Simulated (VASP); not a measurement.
Set up this calculation in VASP 6.6.1, as the native input.

| Item | Value |
| --- | --- |
| Task | single point |
| Functional | PBE |
| Potentials or basis | VASP PAW PBE potentials, release 64 (Ca_sv, Zr_sv, N) |
| Cutoff | 520 eV |
| k mesh | 6 × 6 × 4 |
| Occupations | gaussian, width 0.1 eV |
| Spin | no spin polarisation |
| Dipole correction | no |
| Further INCAR settings | ALGO = Normal; EDIFF = 1e-06; NBANDS = 32 |

The structure of Ca2Zr2N lies in POSCAR:

```
Ca2Zr2N
1.0
    4.3057379700      0.0000000000      0.0000000000
   -2.1528689900      3.7288784600      0.0000000000
    0.0000000000      0.0000000000      5.8789292500
Ca Zr N
2 2 1
Direct
    0.3333333300      0.6666666700      0.0000000000
    0.6666666700      0.3333333300      0.0000000000
    0.0000000000      0.0000000000      0.8128344900
    0.0000000000      0.0000000000      0.1871655100
    0.0000000000      0.0000000000      0.5000000000
```

The cell was built from a structure type or drawn by symmetry, and may not be a known phase.

One way to write it, as run:

INCAR

```
SYSTEM = Ca2Zr2N
  PREC = Accurate
  ENCUT = 520
  EDIFF = 1E-6
  ISMEAR = 0
  SIGMA = 0.1
  LREAL = .False.
  LASPH = .True.
  NELM = 80
  ALGO = Normal
  ISIF = 2
  LWAVE = .False.
  LCHARG = .False.
  GGA = PE
  NBANDS = 32
```

KPOINTS

```
Automatic mesh
0
Gamma
  6 6 4
  0 0 0
```

Potentials or basis: VASP PAW PBE potentials, release 64 (Ca_sv, Zr_sv, N).

The run is started by

```console
$ cat potpaw_PBE.64/Ca_sv/POTCAR potpaw_PBE.64/Zr_sv/POTCAR potpaw_PBE.64/N/POTCAR > POTCAR
$ mpirun -np 1 vasp_std > vasp.out
```

Results of the run:

| Property | Result |
| --- | --- |
| Pressure | 52.0 GPa |
| Largest force | 6.959 eV/Å |
| Band gap on the k mesh | zero (an odd number of electrons rules out a gap without spin polarisation) |

Caveat: the cell stands under pressure; forces of over 1 eV/Å act on the atoms, so gaps and moduli don't describe the material at rest.

Wall time 48 s on 1 thread of AMD EPYC 9R45 96-Core Processor (Zen 5), with other jobs on the host, peak memory 0.21 GiB.
